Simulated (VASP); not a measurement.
# H19C41 in VASP: single point with PBE

Aim: the single point of H19C41 with PBE.

Program: VASP 6.6.1. These are calculated values, not measurements. Logs are shortened: lines on timing, memory, paths and dates and some standing lists are left out, and cuts for length are marked.

### 1 The cell of the first run

The cell holds a slab with vacuum, 60 atoms: a = 5.049 Å, b = 10.097 Å, c = 17.165 Å, α = 90.00°, β = 90.00°, γ = 90.00°.

### 2 Single point, PBE, collinear spin

File INCAR:

```
PREC     = Accurate       # precision mode
ENCUT    = 520            # plane-wave cutoff, eV
EDIFF    = 1E-6           # SCF threshold, eV
ISMEAR   = -1             # smearing method
SIGMA    = 0.02           # smearing width, eV
LREAL    = Auto         
LASPH    = True           # aspherical terms in the spheres
NELM     = 150            # most SCF steps
ALGO     = Normal         # electronic algorithm
ISIF     = 2              # what is computed and relaxed
LWAVE    = False          # write WAVECAR
LCHARG   = False          # write CHGCAR
ISPIN    = 2              # spin polarisation
MAGMOM   = 0 0 0 0 0 0 0 0 0 0 0 0 0 0 0 0 0 0 0 0 0 0 0 0 0 0 0 0 0 0 0 0 0 0 0 0 0 0 0 0 0 0 0 0 0 0 0 0 0 0 0 0 0 0 0 0 0 0 0 1 # initial moments
LORBIT   = 11             # projections on sites
GGA      = PE             # functional
NBANDS   = 132            # bands
```

File KPOINTS:

```
regular mesh
0
Gamma
  2 1 1
```

File POSCAR:

```
H19C41
1.0
    5.0487420000      0.0000000000      0.0000000000
    0.0000000000     10.0974850000      0.0000000000
    0.0000000000      0.0000000000     17.1647000000
H C
19 41
Direct
    0.4277897346      0.0000000000      0.0582591015
    0.0722160095      0.0000000000      0.0582591015
    0.9277954786      0.0000000000      0.0582591015
    0.5722217535      0.0000000000      0.0582591015
    0.4277897346      0.2500028472      0.0582591015
    0.0722160095      0.2500028472      0.0582591015
    0.9277954786      0.2500028472      0.0582591015
    0.5722217535      0.2500028472      0.0582591015
    0.4277897346      0.4999957910      0.0582591015
    0.0722160095      0.4999957910      0.0582591015
    0.9277954786      0.4999957910      0.0582591015
    0.5722217535      0.4999957910      0.0582591015
    0.4277897346      0.7499986383      0.0582591015
    0.0722160095      0.7499986383      0.0582591015
    0.9277954786      0.7499986383      0.0582591015
    0.5722217535      0.7499986383      0.0582591015
    0.1183066990      0.7583670587      0.4234737572
    0.4687702402      0.7392038711      0.4013760800
    0.3073636957      0.8830416683      0.3771519456
    0.2500028720      0.0000000000      0.0952361533
    0.7500086160      0.0000000000      0.0952361533
    0.2500028720      0.2500028472      0.0952361533
    0.7500086160      0.2500028472      0.0952361533
    0.2500028720      0.4999957910      0.0952361533
    0.7500086160      0.4999957910      0.0952361533
    0.2500028720      0.7499986383      0.0952361533
    0.7500086160      0.7499986383      0.0952361533
    0.2500028720      0.1250014236      0.1472324014
    0.7500086160      0.1250014236      0.1472324014
    0.2500028720      0.3750042709      0.1472324014
    0.7500086160      0.3750042709      0.1472324014
    0.2500028720      0.6249972147      0.1472324014
    0.7500086160      0.6249972147      0.1472324014
    0.2500028720      0.8750000619      0.1472324014
    0.7500086160      0.8750000619      0.1472324014
   -0.0019806914      0.1240407884      0.1943115813
    0.4956680298      0.1170687552      0.1976789574
   -0.0006536282      0.3745982292      0.1999277587
    0.4900626730      0.3680520446      0.2011628517
   -0.0083585178      0.6269085817      0.1949466055
    0.4802780574      0.6254725805      0.1938746381
   -0.0085565870      0.8733065709      0.2046933532
    0.5020260493      0.8731481156      0.2085617576
   -0.0136865778      0.0107749603      0.2527978934
    0.4819814520      0.0018519463      0.2580586902
   -0.0107155406      0.2447441120      0.2557225002
    0.4900626730      0.2393071146      0.2557749334
   -0.0080416072      0.5048880984      0.2474904892
    0.4778616138      0.5002037636      0.2524483387
   -0.0074473998      0.7382531393      0.2546738364
    0.4835660052      0.7379362287      0.2545398405
    0.2428723829      0.0572914939      0.2969582923
    0.7295282666      0.0582620326      0.2942900255
    0.2314636002      0.1928400983      0.2948260092
    0.7331727389      0.1954348038      0.2966495191
    0.2339196576      0.5486910850      0.2920120946
    0.7339848224      0.5473343115      0.2887670626
    0.2428327690      0.7143660030      0.3010014740
    0.7388177094      0.6851111935      0.2964630899
    0.2855760900      0.7703799510      0.3817544146
```

Potentials or basis: VASP PAW PBE potentials, release 64 (H, C).

On the command line:

```console
$ cat potpaw_PBE.64/H/POTCAR potpaw_PBE.64/C/POTCAR > POTCAR
$ mpirun -np 1 vasp_std > vasp.out
```

OUTCAR:

```text
PREC = Accurate
   ENCUT = 520
   EDIFF = 1E-6
   ISMEAR = -1
   LREAL = Auto
   LASPH = True
   NELM = 150
   ISIF = 2
   ISPIN = 2
   LORBIT = 11
   GGA = PE

 ion  position               nearest neighbor table
   1  0.428  0.000  0.058-   4 0.73  20 1.10
   2  0.072  0.000  0.058-   3 0.73  20 1.10
   3  0.928  0.000  0.058-   2 0.73  21 1.10
   4  0.572  0.000  0.058-   1 0.73  21 1.10
   5  0.428  0.250  0.058-   8 0.73  22 1.10
   6  0.072  0.250  0.058-   7 0.73  22 1.10
[... 8 lines left out ...]
  15  0.928  0.750  0.058-  14 0.73  27 1.10
  16  0.572  0.750  0.058-  13 0.73  27 1.10
  17  0.118  0.758  0.423-  60 1.11
[... 32 lines left out ...]
  50  0.993  0.738  0.255-  58 1.51  40 1.52  59 1.56  42 1.61
  51  0.484  0.738  0.255-  58 1.47  41 1.54  59 1.57  43 1.58
  52  0.243  0.057  0.297-  54 1.37  45 1.49  44 1.57
  53  0.730  0.058  0.294-  55 1.39  45 1.51  44 1.55
  54  0.231  0.193  0.295-  52 1.37  46 1.49  47 1.54
  55  0.733  0.195  0.297-  53 1.39  47 1.48  46 1.55
  56  0.234  0.549  0.292-  49 1.49  48 1.51  58 1.68
  57  0.734  0.547  0.289-  59 1.40  49 1.51  48 1.54
  58  0.243  0.714  0.301-  51 1.47  50 1.51  60 1.51  56 1.68
  59  0.739  0.685  0.296-  57 1.40  50 1.56  51 1.57
  60  0.286  0.770  0.382-  18 1.03  17 1.11  19 1.15  58 1.51

  LATTYP: Found a simple orthorhombic cell.
 ALAT       =     5.0487420000
 B/A-ratio  =     2.0000001981
 C/A-ratio  =     3.3997974149

  Lattice vectors:

 A1 = (   5.0487420000,   0.0000000000,   0.0000000000)
 A2 = (   0.0000000000,  10.0974850000,   0.0000000000)
 A3 = (   0.0000000000,   0.0000000000,  17.1647000000)

Analysis of symmetry for initial positions (statically):
=====================================================================
 Subroutine PRICEL returns:
 Original cell was already a primitive cell.

 Routine SETGRP: Setting up the symmetry group for a
 simple orthorhombic supercell.

 Subroutine GETGRP returns: Found  1 space group operations
 (whereof  1 operations were pure point group operations)
 out of a pool of  8 trial point group operations.

The static configuration has the point symmetry C_1 .

Analysis of symmetry for dynamics (positions and initial velocities):
=====================================================================
 Subroutine PRICEL returns:
 Original cell was already a primitive cell.

 Routine SETGRP: Setting up the symmetry group for a
 simple orthorhombic supercell.

 Subroutine GETGRP returns: Found  1 space group operations
 (whereof  1 operations were pure point group operations)
 out of a pool of  8 trial point group operations.

The dynamic configuration has the point symmetry C_1 .

Analysis of structural, dynamic, and magnetic symmetry:
=====================================================================
 Subroutine PRICEL returns:
 Original cell was already a primitive cell.

 Routine SETGRP: Setting up the symmetry group for a
 simple orthorhombic supercell.

 Subroutine GETGRP returns: Found  1 space group operations
 (whereof  1 operations were pure point group operations)
 out of a pool of  8 trial point group operations.

The overall configuration has the point symmetry C_1 .

 Subroutine INISYM returns: Found  1 space group operations
 (whereof  1 operations are pure point group operations),
 and found     1 'primitive' translations

----------------------------------------------------------------------------------------

                                     Primitive cell

  volume of cell :     875.0495

[... 171 lines left out ...]
 SYSTEM =  unknown system
   PREC   = accura    normal or accurate (medium, high low for compatibility)
   ISTART =      0    job   : 0-new  1-cont  2-samecut
   ICHARG =      2    charge: 1-file 2-atom 10-const
   ISPIN  =      2    spin polarized calculation?
   LNONCOLLINEAR =      F non collinear calculations
   LSORBIT =      F    spin-orbit coupling
   LASPH  =      T    aspherical Exc in radial PAW
   ENCUT  =  520.0 eV  38.22 Ry    6.18 a.u.   9.39 18.77 31.91*2*pi/ulx,y,z
   NELM   =    150;   NELMIN=  2; NELMDL= -5     # of ELM steps
   EDIFF  = 0.1E-05   stopping-criterion for ELM
   LREAL  =      T    real-space projection
   EDIFFG = 0.1E-04   stopping-criterion for IOM
   NSW    =      0    number of steps for IOM
[... 5 lines left out ...]
   TEBEG  =    0.0;   TEEND  =   0.0 temperature during run
   PSTRESS=    0.0 pullay stress
   NELECT =     183.0000    total number of electrons
   NUPDOWN=      -1.0000    fix difference up-down
   EMIN   =  10.00;   EMAX   =-10.00  energy-range for DOS
   EFERMI =   0.00;   METHOD = LEGACY
   ISMEAR =    -1;   SIGMA  =   0.02  broadening in eV -4-tet -1-fermi 0-gaus
   EFERMI_NEDOS =   21; number of points for ismear=-14 and -15
   IALGO  =     38    algorithm
   IMIX   =      4    mixing-type and parameters
     AMIX     =   0.40;   BMIX     =  1.00
     AMIX_MAG =   1.60;   BMIX_MAG =  1.00
  volume/ion in A,a.u.               =      14.58        98.42
  Fermi-wavevector in a.u.,A,eV,Ry     =   0.971735  1.836312 12.847547  0.944268
  Thomas-Fermi vector in A             =   2.101976
   LORBIT       =     11    0 simple, 1 ext, 2 COOP (PROOUT), +10 PAW based schemes
   GGA     = PE    functional components
   LHFCALC =     F    Hartree Fock is set to
   AEXX    =    0.0000 exact exchange contribution
   IVDW    =     0    specifies the selected vdW correction
   LEPSILON=     F    determine dielectric tensor
   LRPA    =     F    only Hartree local field effects (RPA)
 spin polarized calculation
  energy-cutoff  :      520.00
  volume of cell :      875.05
 maximum number of plane-waves:     23593
 NGX is ok and might be reduce to    40
   NGX = 19   NGY = 37   NGZ = 63

 number of electron     183.0000002 magnetization       0.0000317

 number of electron     183.0000002 magnetization      -0.0000149

 Free energy of the ion-electron system (eV)
  ---------------------------------------------------
  ext. energy  EPLUGINS =         0.00000000
  ---------------------------------------------------
  free energy    TOTEN  =      -397.70751104 eV

  energy without entropy =     -397.70720048  energy(sigma->0) =     -397.70735576

 E-fermi :   0.7971     XC(G=0):  -5.0938

 val. band max:        0.6585305757   @ k =   0.0000   0.0000   0.0000
 cond. band min:       0.9356393615   @ k =   0.5000   0.0000   0.0000
 fundamental gap:      0.2771087858
 Fermi energy:         0.7970850083

 spin component 1

 k-point     1 :       0.0000    0.0000    0.0000
  band No.  band energies     occupation
      1     -20.9736      1.00000
      2     -20.4619      1.00000
      3     -19.0658      1.00000
      4     -18.7452      1.00000
      5     -18.0138      1.00000
      6     -16.8122      1.00000
[... 201 lines left out ...]
    102       4.8423      0.00000
    103       5.0610      0.00000
 Fermi energy:         0.7970850083

 spin component 2

 k-point     1 :       0.0000    0.0000    0.0000
  band No.  band energies     occupation
      1     -20.9736      1.00000
      2     -20.4619      1.00000
      3     -19.0658      1.00000
      4     -18.7452      1.00000
      5     -18.0138      1.00000
      6     -16.8122      1.00000
[... 201 lines left out ...]
    102       4.8425      0.00000
    103       5.0612      0.00000
 [bands above 103 left out]

------------------------ aborting loop because EDIFF is reached ----------------------------------------

  FORCE on cell =-STRESS in cart. coord.  units (eV):
  Direction    XX          YY          ZZ          XY          YZ          ZX
  --------------------------------------------------------------------------------------
  -------------------------------------------------------------------------------------
  Total      161.3406860    -12.7593915     -7.7457248     -2.3466744     -1.4829513     11.5853768
  in kB      295.4077396    -23.3618878    -14.1820833     -4.2966582     -2.7152190     21.2123183
  external PRESSURE =      85.9545895 kB  Pullay stress =       0.0000000 kB

 VOLUME and BASIS-vectors are now :
 -----------------------------------------------------------------------------
  energy-cutoff  :      520.00
  volume of cell :      875.05
      direct lattice vectors                 reciprocal lattice vectors
     5.048742000  0.000000000  0.000000000     0.198069143  0.000000000  0.000000000
     0.000000000 10.097485000  0.000000000     0.000000000  0.099034562  0.000000000
     0.000000000  0.000000000 17.164700000     0.000000000  0.000000000  0.058259102

 POSITION                                       TOTAL-FORCE (eV/Angst)
 -----------------------------------------------------------------------------------
      2.15980      0.00000      1.00000        -8.890672     -0.036507      0.069361
      0.36460      0.00000      1.00000         8.915498     -0.108338      0.017472
      4.68420      0.00000      1.00000        -8.902874     -0.089435      0.048305
      2.88900      0.00000      1.00000         8.921500     -0.045022      0.045220
      2.15980      2.52440      1.00000        -8.945068      0.046655      0.069893
      0.36460      2.52440      1.00000         8.966967     -0.043758      0.062718
[... 52 lines left out ...]
      3.73010      6.91790      5.08870        -0.214706      0.538718     -0.929547
      1.44180      7.77890      6.55270        -2.871841      2.392283     -0.364368
 -----------------------------------------------------------------------------------
    total drift:                               -0.022186      0.011855     -0.131121

  FREE ENERGIE OF THE ION-ELECTRON SYSTEM (eV)
  ---------------------------------------------------
  free  energy   TOTEN  =      -397.7075110382 eV

  energy  without entropy=     -397.7072004838  energy(sigma->0) =     -397.70735576

 total charge

# of ion       s       p       d       tot
------------------------------------------
    1        0.742   0.102   0.000   0.844
    2        0.743   0.102   0.000   0.845
    3        0.742   0.102   0.000   0.845
    4        0.743   0.102   0.000   0.845
    5        0.743   0.102   0.000   0.845
    6        0.743   0.102   0.000   0.845
[... 52 lines left out ...]
   59        0.837   1.697   0.000   2.533
   60        0.848   1.803   0.000   2.652
--------------------------------------------------
tot         48.290  72.961   0.000 121.251

 magnetization (x)

# of ion       s       p       d       tot
------------------------------------------
    1        0.000   0.000   0.000   0.000
    2        0.000   0.000   0.000   0.000
    3        0.000   0.000   0.000   0.000
    4        0.000   0.000   0.000   0.000
    5        0.000   0.000   0.000   0.000
    6        0.000   0.000   0.000   0.000
[... 52 lines left out ...]
   59        0.000  -0.000   0.000  -0.000
   60       -0.000  -0.000   0.000  -0.000
--------------------------------------------------
tot          0.000  -0.000   0.000   0.000
```

Wall time 13 min (1 thread of AMD EPYC 9R45 (Zen 5), shared host); peak memory 1.2 GiB.

What came out:

| Item | Value |
| --- | --- |
| Free energy | -397.7075 eV |
| Largest force | 8.994 eV/Å |
| Net moment | 0.00 μB per cell |
| Valence electrons inside the program's atomic spheres | H 0.84, 0.67, 0.76, 0.65 (each value once); C 2.68, 2.61, 2.60, 2.56, 2.52, 2.66, 2.59, 2.47, 2.50, 2.51, 2.48, 2.64, 2.44, 2.45, 2.57, 2.54, 2.58, 2.53, 2.65 (each value once) |

Forces in eV/Å, atoms in the order of the input:
```
H   -8.891 -0.037  0.069
H    8.915 -0.108  0.017
H   -8.903 -0.089  0.048
H    8.921 -0.045  0.045
H   -8.945  0.047  0.070
H    8.967 -0.044  0.063
H   -8.929 -0.036  0.090
H    8.972  0.055  0.039
H   -8.965 -0.053  0.079
H    8.976 -0.087  0.082
H   -8.928 -0.088  0.082
H    8.994 -0.012  0.076
H   -8.911  0.056  0.048
H    8.892  0.056  0.051
H   -8.864  0.095  0.051
H    8.957  0.036  0.003
H    0.473 -0.384 -0.325
H    1.851 -1.024  1.176
H   -0.197 -1.005 -0.004
C   -0.091 -0.239  1.089
C   -0.086 -0.169  1.055
C    0.096  0.000  0.803
C   -0.319  0.034  0.915
C    0.059 -0.089  0.834
C   -0.133 -0.030  1.026
C    0.130  0.323  1.000
C   -0.291  0.135  1.031
C   -0.160 -0.579 -2.688
C   -0.722 -0.514 -2.622
C   -0.522 -1.033 -0.475
C   -0.603 -0.755 -0.054
C   -2.726  0.170 -4.421
C   -1.976  0.429 -3.177
C   -0.291 -0.218  1.594
C   -0.252 -0.049  1.486
C   -0.577  0.817  0.094
C   -0.204  2.179 -1.852
C   -0.640  0.027  2.061
C    0.767  1.404  2.031
C    1.696 -0.229 -0.419
C    2.997 -0.189  1.331
C    0.345  0.524  0.062
C   -1.319 -0.514 -1.243
C    0.450 -0.718  1.370
C    1.751  1.483 -0.358
C   -0.366 -1.085 -0.862
C   -0.990 -0.164 -1.064
C    0.338  0.441  1.989
C    0.395  0.786  0.088
C   -0.832  1.075 -0.254
C    2.224  0.362 -1.166
C   -2.548 -1.181 -0.449
C    2.040 -0.671  0.181
C    1.846  0.884 -0.132
C    1.017 -0.049 -0.529
C    0.296 -0.923  0.281
C    0.498  0.592  0.095
C   -0.602 -2.528  0.885
C   -0.215  0.539 -0.930
C   -2.872  2.392 -0.364
```

Levels at points of the mesh, in eV from the Fermi level:
Spin up:
```tsv
k point	band 88	band 89	band 90	band 91	band 92	band 93	band 94	band 95
(0.00, 0.00, 0.00)	-1.08	-0.77	-0.67	-0.38	-0.14	0.41	0.94	1.36
(0.50, 0.00, 0.00)	-2.70	-1.55	-1.38	-1.13	0.14	1.06	1.15	1.26
```
Spin down:
| k point | band 87 | band 88 | band 89 | band 90 | band 91 | band 92 | band 93 | band 94 | band 95 | band 96 |
| --- | --- | --- | --- | --- | --- | --- | --- | --- | --- | --- |
| (0.00, 0.00, 0.00) | -1.13 | -1.08 | -0.77 | -0.67 | -0.38 | -0.14 | 0.41 | 0.94 | 1.36 | 1.66 |
| (0.50, 0.00, 0.00) | -2.80 | -2.70 | -1.55 | -1.38 | -1.13 | 0.14 | 1.06 | 1.15 | 1.26 | 2.90 |

Caveat: the k points lie up to 0.62 Å⁻¹ apart; the atoms stand as in a frame of molecular dynamics; there is no dipole correction, which matters where the two faces differ.
